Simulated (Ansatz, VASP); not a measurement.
One calculation of Cu, two programs

```xyz
2
Lattice="2.5674 0.0000 0.0000 -1.2837 2.2235 0.0000 0.0000 0.0000 4.1667" Properties=species:S:1:pos:R:3 pbc="T T T"
Cu    1.2837    0.7412    3.1250
Cu    0.0000    1.4823    1.0417
```

Change from the starting cell: volume scaled by 1.04.

Alike in both runs: task single point; functional LDA; k mesh 12 × 12 × 7; occupations fermi-dirac, width 0.05 eV; no spin polarisation.

|  | VASP | Ansatz |
| --- | --- | --- |
| version | VASP 6.6.1 | Ansatz 0.2.0 |
| potentials or method | VASP PAW LDA potentials, release 64 (Cu), cutoff 520 eV | all-electron LAPW, scalar-relativistic |

VASP gave:

```
gap on the k mesh at the Fermi level (eV)                     : none
pressure (GPa)                                                : -12.2
traceless stress, the component that is largest in VASP (GPa) : -0.12
```

Problem. Estimate Ansatz's values.

Solution. gap on the k mesh at the Fermi level (eV): none; pressure (GPa): -13.0; traceless stress, the component that is largest in VASP (GPa): -0.03.

LDA's correlation is that of Perdew and Zunger in VASP and of Perdew and Wang (1992) in Ansatz. A gap of «none» marks a metal or a gap that the smearing closes. Ansatz ran all-electron here, and VASP with PAW potentials.
